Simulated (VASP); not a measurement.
# LiF (P1) in VASP: single point with PBE

Aim: the single point of LiF with PBE.

All numbers are computed with VASP 6.6.1; they aren't measurements. Logs are shortened: lines on timing, memory, paths and dates and some standing lists are left out, and cuts for length are marked.

## 1. The cell of the first run

The typed cell holds 12 atoms: a = 5.263 Å, b = 5.445 Å, c = 5.491 Å, α = 65.81°, β = 68.83°, γ = 64.75°.

The cell was generated, and may not be a known phase.

## 2. Single point, PBE

INCAR

```
SYSTEM = LiF
ALGO     = Normal         ! electronic algorithm
EDIFF    = 1E-6           ! SCF threshold, eV
ENCUT    = 520            ! plane-wave cutoff, eV
GGA      = PE             ! functional
ISIF     = 2              ! what is computed and relaxed
ISMEAR   = 0              ! smearing method
LASPH    = .True.         ! aspherical terms in the spheres
LCHARG   = .False.        ! write CHGCAR
LREAL    = .False.        ! projectors in reciprocal space
LWAVE    = .False.        ! write WAVECAR
NBANDS   = 42             ! bands
NELM     = 60             ! most SCF steps
PREC     = Accurate       ! precision mode
SIGMA    = 0.1            ! smearing width, eV
```

KPOINTS

```
k-points
0
Gamma
  4 4 4
  0 0 0
```

POSCAR

```
LiF
1.0
    5.2629891000      0.0000000000      0.0000000000
    2.3227441000      4.9251039000      0.0000000000
    1.9830400000      1.5524565000      4.8796248000
Li F
6 6
Direct
    0.7639140000      0.9936830000      0.1638400000
    0.6312480000      0.3410400000      0.5290950000
    0.2989070000      0.9044960000      0.4842770000
    0.2001430000      0.1455180000      0.8361760000
    0.3710690000      0.6236230000      0.1316940000
    0.8577090000      0.7252540000      0.8372270000
    0.6838980000      0.6648800000      0.2356930000
    0.5069980000      0.8131610000      0.7673340000
    0.0997600000      0.9581970000      0.2196500000
    0.9006600000      0.0866870000      0.7570530000
    0.4545450000      0.2445160000      0.3114650000
    0.2311490000      0.4989450000      0.7264960000
```

Potentials or basis: VASP PAW PBE potentials, release 64 (Li_sv, F).

Launch:

```bash
$ cat potpaw_PBE.64/Li_sv/POTCAR potpaw_PBE.64/F/POTCAR > POTCAR
$ mpirun -np 1 vasp_std > vasp.out
```

OUTCAR:

```text
SYSTEM = LiF
   EDIFF = 1E-6
   ENCUT = 520
   GGA = PE
   ISIF = 2
   ISMEAR = 0
   LASPH = .True.
   LREAL = .False.
   NELM = 60
   PREC = Accurate

 ion  position               nearest neighbor table
   1  0.764  0.994  0.164-  11 1.80   9 1.82   7 1.87  10 2.00   6 2.55   3 2.55   4 2.57
   2  0.631  0.341  0.529-   7 1.88  10 1.92  12 1.98  11 2.07   5 2.57
   3  0.299  0.904  0.484-   9 1.95   8 2.00  11 2.07  12 2.17  10 2.19   7 2.21   4 2.55   1 2.55

   4  0.200  0.146  0.836-  12 1.83   9 1.91   8 1.91  10 1.95   3 2.55   1 2.57   5 2.57
   5  0.371  0.624  0.132-  11 1.82   8 1.87   9 1.90   7 2.05   4 2.57   2 2.57
   6  0.858  0.725  0.837-   8 1.84  12 1.85  10 1.93   7 1.99   1 2.55
   7  0.684  0.665  0.236-   1 1.87   2 1.88   6 1.99   5 2.05   3 2.21
   8  0.507  0.813  0.767-   6 1.84   5 1.87   4 1.91   3 2.00
   9  0.100  0.958  0.220-   1 1.82   5 1.90   4 1.91   3 1.95
  10  0.901  0.087  0.757-   2 1.92   6 1.93   4 1.95   1 2.00   3 2.19
  11  0.455  0.245  0.311-   1 1.80   5 1.82   3 2.07   2 2.07
  12  0.231  0.499  0.726-   4 1.83   6 1.85   2 1.98   3 2.17

  LATTYP: Found a triclinic cell.
 ALAT       =     9.8695441164
 B/A-ratio  =     0.5517322304
 C/A-ratio  =     0.6161409176
 COS(alpha) =     0.0008313015
 COS(beta)  =     0.2885414551
 COS(gamma) =     0.8760011815

  Lattice vectors:

 A1 = (   0.6175009000,  -9.8502078000,   0.0000000000)
 A2 = (  -2.3227441000,  -4.9251039000,   0.0000000000)
 A3 = (   3.2799491000,  -1.5524565000,  -4.8796248000)

Analysis of symmetry for initial positions (statically):
=====================================================================
 Subroutine PRICEL returns:
 Original cell was already a primitive cell.

 Routine SETGRP: Setting up the symmetry group for a
 triclinic supercell.

 Subroutine GETGRP returns: Found  1 space group operations
 (whereof  1 operations were pure point group operations)
 out of a pool of  2 trial point group operations.

The static configuration has the point symmetry C_1 .

Analysis of symmetry for dynamics (positions and initial velocities):
=====================================================================
 Subroutine PRICEL returns:
 Original cell was already a primitive cell.

 Routine SETGRP: Setting up the symmetry group for a
 triclinic supercell.

 Subroutine GETGRP returns: Found  1 space group operations
 (whereof  1 operations were pure point group operations)
 out of a pool of  2 trial point group operations.

The dynamic configuration has the point symmetry C_1 .

 Subroutine INISYM returns: Found  1 space group operations
 (whereof  1 operations are pure point group operations),
 and found     1 'primitive' translations

----------------------------------------------------------------------------------------

                                     Primitive cell

  volume of cell :     126.4836

  direct lattice vectors                    reciprocal lattice vectors
     5.262989100  0.000000000  0.000000000     0.190006094 -0.089609385 -0.048707641
     2.322744100  4.925103900  0.000000000     0.000000000  0.203041402 -0.064597783
     1.983040000  1.552456500  4.879624800     0.000000000  0.000000000  0.204933789

  length of vectors
     5.262989100  5.445345589  5.491202693     0.215649233  0.213069670  0.204933789

  position of ions in fractional coordinates (direct lattice)
     0.763914000  0.993683000  0.163840000
     0.631248000  0.341040000  0.529095000
     0.298907000  0.904496000  0.484277000
     0.200143000  0.145518000  0.836176000
     0.371069000  0.623623000  0.131694000
     0.857709000  0.725254000  0.837227000
     0.683898000  0.664880000  0.235693000
     0.506998000  0.813161000  0.767334000
     0.099760000  0.958197000  0.219650000
     0.900660000  0.086687000  0.757053000
     0.454545000  0.244516000  0.311465000
     0.231149000  0.498945000  0.726496000

  ion indices of the primitive-cell ions
   primitive index   ion index
                 1           1
                 2           2
                 3           3
                 4           4
                 5           5
                 6           6
                 7           7
                 8           8
                 9           9
                10          10
                11          11
                12          12

----------------------------------------------------------------------------------------

 KPOINTS: k-points

Automatic generation of k-mesh.
 Grid dimensions read from file:
 generate k-points for:    4    4    4

 Generating k-lattice:

  Cartesian coordinates                     Fractional coordinates (reciprocal lattice)
     0.047501523 -0.022402346 -0.012176910     0.250000000  0.000000000  0.000000000
     0.000000000  0.050760350 -0.016149446     0.000000000  0.250000000  0.000000000
     0.000000000  0.000000000  0.051233447     0.000000000  0.000000000  0.250000000

  Length of vectors
     0.053912308  0.053267418  0.051233447

  Shift w.r.t. Gamma in fractional coordinates (k-lattice)
     0.000000000  0.000000000  0.000000000

 Subroutine IBZKPT returns following result:
 ===========================================

 Found     36 irreducible k-points:

 Following reciprocal coordinates:
            Coordinates               Weight
  0.000000  0.000000  0.000000      1.000000
  0.250000 -0.000000 -0.000000      2.000000
  0.500000 -0.000000 -0.000000      1.000000
  0.000000  0.250000  0.000000      2.000000
  0.250000  0.250000  0.000000      2.000000
  0.500000  0.250000  0.000000      2.000000
[... 16 lines left out ...]
  0.000000 -0.250000  0.250000      2.000000
  0.250000 -0.250000  0.250000      2.000000
 [... further k-points ...]
   k-points           NKPTS =     36   k-points in BZ     NKDIM =     36   number of bands    NBANDS=     42
   number of dos      NEDOS =    301   number of ions     NIONS =     12
   total plane-waves  NPLWV =  67200
   dimension x,y,z NGX =    40 NGY =   40 NGZ =   42
   dimension x,y,z NGXF=    80 NGYF=   80 NGZF=   84
   ions per type =               6   6
   NGX,Y,Z   is equivalent  to a cutoff of  12.64, 12.21, 12.72 a.u.
   NGXF,Y,Z  is equivalent  to a cutoff of  25.27, 24.42, 25.43 a.u.
 SYSTEM =  LiF
   PREC   = accura    normal or accurate (medium, high low for compatibility)
   ISTART =      0    job   : 0-new  1-cont  2-samecut
   ICHARG =      2    charge: 1-file 2-atom 10-const
   ISPIN  =      1    spin polarized calculation?
   LNONCOLLINEAR =      F non collinear calculations
   LSORBIT =      F    spin-orbit coupling
   LASPH  =      T    aspherical Exc in radial PAW
   ENCUT  =  520.0 eV  38.22 Ry    6.18 a.u.   9.79 10.12 10.21*2*pi/ulx,y,z
   NELM   =     60;   NELMIN=  2; NELMDL= -5     # of ELM steps
   EDIFF  = 0.1E-05   stopping-criterion for ELM
   LREAL  =      F    real-space projection
   EDIFFG = 0.1E-04   stopping-criterion for IOM
   NSW    =      0    number of steps for IOM
   IBRION =     -1    ionic relax: 0-MD 1-quasi-New 2-CG
   NFREE  =      0    steps in history (QN), initial steepest desc. (CG)
   ISIF   =      2    stress and relaxation
   ISYM   =      2    0-nonsym 1-usesym 2-fastsym
   POTIM  = 0.5000    time-step for ionic-motion
   TEBEG  =    0.0;   TEEND  =   0.0 temperature during run
   PSTRESS=    0.0 pullay stress
   NELECT =      60.0000    total number of electrons
   NUPDOWN=      -1.0000    fix difference up-down
   EMIN   =  10.00;   EMAX   =-10.00  energy-range for DOS
   EFERMI =   0.00;   METHOD = LEGACY
   ISMEAR =     0;   SIGMA  =   0.10  broadening in eV -4-tet -1-fermi 0-gaus
   EFERMI_NEDOS =   21; number of points for ismear=-14 and -15
   IALGO  =     38    algorithm
   IMIX   =      4    mixing-type and parameters
     AMIX     =   0.40;   BMIX     =  1.00
     AMIX_MAG =   1.60;   BMIX_MAG =  1.00
  volume/ion in A,a.u.               =      10.54        71.13
  Fermi-wavevector in a.u.,A,eV,Ry     =   1.276773  2.412752 22.179540  1.630150
  Thomas-Fermi vector in A             =   2.409411
   LORBIT       =      0    0 simple, 1 ext, 2 COOP (PROOUT), +10 PAW based schemes
   GGA     = PE    functional components
   LHFCALC =     F    Hartree Fock is set to
   AEXX    =    0.0000 exact exchange contribution
   IVDW    =     0    specifies the selected vdW correction
   LEPSILON=     F    determine dielectric tensor
   LRPA    =     F    only Hartree local field effects (RPA)
 non-spin polarized calculation
 Gauss-broadening in eV      SIGMA  =   0.10
  energy-cutoff  :      520.00
  volume of cell :      126.48
 maximum number of plane-waves:      3436
   NGX = 19   NGY = 21   NGZ = 21

 number of electron      59.9999997 magnetization

 Free energy of the ion-electron system (eV)
  ---------------------------------------------------
  ext. energy  EPLUGINS =         0.00000000
  ---------------------------------------------------
  free energy    TOTEN  =       -56.77195918 eV

  energy without entropy =      -56.77195918  energy(sigma->0) =      -56.77195918

 E-fermi :  -1.9238     XC(G=0):  -8.5486

 val. band max:       -2.3991824808   @ k =   0.0000   0.2500   0.0000
 cond. band min:       4.7215132430   @ k =   0.0000   0.0000   0.0000
 fundamental gap:      7.1206957238
 Fermi energy:        -1.9237675033

 k-point     1 :       0.0000    0.0000    0.0000
  band No.  band energies     occupation
      1     -43.7924      2.00000
      2     -43.7222      2.00000
      3     -43.5726      2.00000
      4     -43.5387      2.00000
      5     -43.4476      2.00000
      6     -43.3412      2.00000
[... 34 lines left out ...]
     41      12.6855      0.00000
     42      12.8751      0.00000

 k-point     2 :       0.2500   -0.0000   -0.0000
  band No.  band energies     occupation
      1     -43.7921      2.00000
      2     -43.7222      2.00000
      3     -43.5718      2.00000
      4     -43.5398      2.00000
      5     -43.4474      2.00000
      6     -43.3414      2.00000
[... 34 lines left out ...]
     41      12.5571      0.00000
     42      13.0135      0.00000

 k-point     3 :       0.5000   -0.0000   -0.0000
  band No.  band energies     occupation
      1     -43.7917      2.00000
      2     -43.7221      2.00000
      3     -43.5710      2.00000
      4     -43.5409      2.00000
      5     -43.4473      2.00000
      6     -43.3416      2.00000
[... 34 lines left out ...]
     41      12.8881      0.00000
     42      13.7359      0.00000

 k-point     4 :       0.0000    0.2500    0.0000
  band No.  band energies     occupation
      1     -43.7919      2.00000
      2     -43.7225      2.00000
      3     -43.5716      2.00000
      4     -43.5399      2.00000
      5     -43.4474      2.00000
      6     -43.3414      2.00000
[... 844 lines left out ...]
     41      12.3772      0.00000
     42      13.2008      0.00000

 k-point    23 :       0.0000   -0.2500    0.2500
  band No.  band energies     occupation
      1     -43.7918      2.00000
      2     -43.7222      2.00000
      3     -43.5719      2.00000
      4     -43.5402      2.00000
      5     -43.4473      2.00000
      6     -43.3414      2.00000
[... 34 lines left out ...]
     41      12.4179      0.00000
     42      13.0696      0.00000

 k-point    24 :       0.2500   -0.2500    0.2500
  band No.  band energies     occupation
      1     -43.7915      2.00000
      2     -43.7224      2.00000
      3     -43.5707      2.00000
      4     -43.5412      2.00000
      5     -43.4472      2.00000
      6     -43.3417      2.00000
[... 34 lines left out ...]
     41      12.5601      0.00000
     42      13.0472      0.00000

 [... further k-points ...]
[... 5 lines left out ...]
  --------------------------------------------------------------------------------------
  -------------------------------------------------------------------------------------
  Total       -0.1787184     -0.1196615     -0.1882059     -0.0331964     -0.0170978     -0.0160952
  in kB       -2.2638396     -1.5157608     -2.3840175     -0.4205012     -0.2165796     -0.2038795
  external PRESSURE =      -2.0545393 kB  Pullay stress =       0.0000000 kB

 VOLUME and BASIS-vectors are now :
 -----------------------------------------------------------------------------
  energy-cutoff  :      520.00
  volume of cell :      126.48
      direct lattice vectors                 reciprocal lattice vectors
     5.262989100  0.000000000  0.000000000     0.190006094 -0.089609385 -0.048707641
     2.322744100  4.925103900  0.000000000     0.000000000  0.203041402 -0.064597783
     1.983040000  1.552456500  4.879624800     0.000000000  0.000000000  0.204933789

 POSITION                                       TOTAL-FORCE (eV/Angst)
 -----------------------------------------------------------------------------------
      6.65344      5.14835      0.79948        -0.003102     -0.009999     -0.012916
      5.16362      2.50105      2.58179        -0.004514     -0.006757      0.002043
      4.63440      5.20656      2.36309         0.000978      0.000115      0.007116
      3.04952      2.01482      4.08023        -0.007740     -0.003588     -0.001757
      3.66260      3.27586      0.64262         0.001174      0.002896      0.005582
      7.85895      4.87171      4.08535         0.005623      0.000960      0.003359
      5.61108      3.64051      1.15009        -0.009414     -0.003445     -0.004432
      6.07874      5.19616      3.74430        -0.006588      0.002862     -0.015006
      3.18626      5.06022      1.07181         0.013900      0.009104      0.004788
      6.44278      1.60223      3.69413         0.004978      0.001375      0.003652
      3.57786      1.68780      1.51983        -0.011562     -0.004121      0.021323
      3.81613      3.58521      3.54503         0.016267      0.010597     -0.013753
 -----------------------------------------------------------------------------------
    total drift:                                0.001758     -0.000216     -0.000671

  FREE ENERGIE OF THE ION-ELECTRON SYSTEM (eV)
  ---------------------------------------------------
  free  energy   TOTEN  =       -56.7719591797 eV

  energy  without entropy=      -56.7719591797  energy(sigma->0) =      -56.77195918
```

Wall time 3 min (1 thread of Intel Xeon Platinum 8259CL at 2.50GHz (Skylake/Cascade Lake), shared host); peak memory 0.3 GiB.

What came out:

* Free energy: -56.7720 eV
* Largest force: 0.025 eV/Å
* Band gap on the k mesh: 7.12 eV

Forces on the atoms (eV/Å):
```
Li  -0.003 -0.010 -0.013
Li  -0.005 -0.007  0.002
Li   0.001  0.000  0.007
Li  -0.008 -0.004 -0.002
Li   0.001  0.003  0.006
Li   0.006  0.001  0.003
F   -0.009 -0.003 -0.004
F   -0.007  0.003 -0.015
F    0.014  0.009  0.005
F    0.005  0.001  0.004
F   -0.012 -0.004  0.021
F    0.016  0.011 -0.014
```

Caveat: the cutoff is under 1.25 times the usual one of these potentials, so pressure, stress and relaxed cells hold a basis-set (Pulay) error.
